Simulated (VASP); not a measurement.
GaO2: single point with PBE

Crystal: GaO2.

```xyz
6
Lattice="4.6161 0.0000 0.0000 0.0000 4.6182 0.0000 0.0000 0.0000 3.0501" Properties=species:S:1:pos:R:3 pbc="T T T"
Ga    0.0000    0.0000    1.5251
Ga    2.3080    2.3091    0.0000
O     1.3967    1.3980    1.5251
O     3.2193    3.2203    1.5251
O     0.9113    3.7071    0.0000
O     3.7048    0.9111    0.0000
```

```
Program                : VASP 6.6.1
Task                   : single point
Functional             : PBE
Potentials or basis    : VASP PAW PBE potentials, release 64 (Ga_d, O)
Cutoff                 : 520 eV
k mesh                 : 6 × 6 × 8
Occupations            : gaussian, width 0.1 eV
Spin                   : collinear spin, ferromagnetic start
Starting moments       : [0.0, 0.0, 0.45, 0.45, 0.45, 0.45] μB
Dipole correction      : no
Further INCAR settings : ALGO = Normal; EDIFF = 1e-07; NBANDS = 38
```

```yaml
Pressure: 0.8 GPa
Band_gap_on_the_k_mesh: zero (filled and empty bands overlap)
Net_moment: 2.00 μB per cell
Site_moments: Ga -0.03; O +0.43 μB
Valence_electrons_inside_the_program's_atomic_spheres: Ga 11.61; O 4.95
```

Forces on the atoms (eV/Å):
```
Ga   0.000  0.000  0.000
Ga   0.000  0.000  0.000
O   -0.002 -0.001  0.000
O    0.002  0.001  0.000
O    0.002 -0.001  0.000
O   -0.002  0.001  0.000
```

Stress tensor (GPa, compression positive):
```
0.73 0.00 0.00
0.00 0.73 0.00
0.00 0.00 0.92
```

Levels at points of the mesh, in eV from the Fermi level:
Spin up:
```tsv
k point	band 24	band 25	band 26	band 27	band 28	band 29
(0.00, 0.00, 0.00)	-0.76	-0.76	-0.48	3.31	7.98	8.55
(0.50, 0.00, 0.00)	-0.74	-0.70	-0.70	6.12	6.12	9.21
(0.00, 0.50, 0.00)	-0.74	-0.70	-0.70	6.12	6.12	9.21
(0.50, 0.50, 0.00)	-1.41	-0.89	-0.89	6.59	6.59	9.33
(0.00, 0.00, 0.50)	-2.05	-1.64	-1.64	7.73	7.73	11.58
(0.50, 0.00, 0.50)	-1.35	-0.51	-0.51	7.87	7.87	10.04
(0.00, 0.50, 0.50)	-1.35	-0.51	-0.51	7.87	7.87	10.04
(0.50, 0.50, 0.50)	-1.28	-1.03	-1.03	6.47	6.47	10.86
```
Spin down:
```csv
k point,band 20,band 21,band 22,band 23,band 24,band 25,band 26,band 27,band 28,band 29
"(0.00, 0.00, 0.00)",-0.97,-0.69,-0.38,-0.38,0.39,0.39,1.05,3.57,8.14,8.67
"(0.50, 0.00, 0.00)",-1.89,-1.10,-1.10,-0.26,-0.26,0.47,0.47,6.47,6.47,9.38
"(0.00, 0.50, 0.00)",-1.89,-1.10,-1.10,-0.25,-0.25,0.47,0.47,6.47,6.47,9.38
"(0.50, 0.50, 0.00)",-1.74,-0.93,-0.93,-0.46,-0.46,-0.03,-0.03,6.86,6.86,9.76
"(0.00, 0.00, 0.50)",-2.74,-1.64,-1.64,-0.76,-0.76,-0.30,-0.30,7.97,7.97,11.80
"(0.50, 0.00, 0.50)",-3.11,-0.88,-0.88,-0.07,-0.07,0.18,0.18,8.12,8.12,10.20
"(0.00, 0.50, 0.50)",-3.11,-0.88,-0.88,-0.07,-0.07,0.18,0.18,8.11,8.11,10.20
"(0.50, 0.50, 0.50)",-1.55,-1.28,-1.28,0.11,0.11,0.15,0.15,6.63,6.63,11.04
```

Wall time 2.3 min on 1 thread of Intel(R) Xeon(R) 6975P-C (Granite Rapids), with other jobs on the host, peak memory 0.37 GiB.
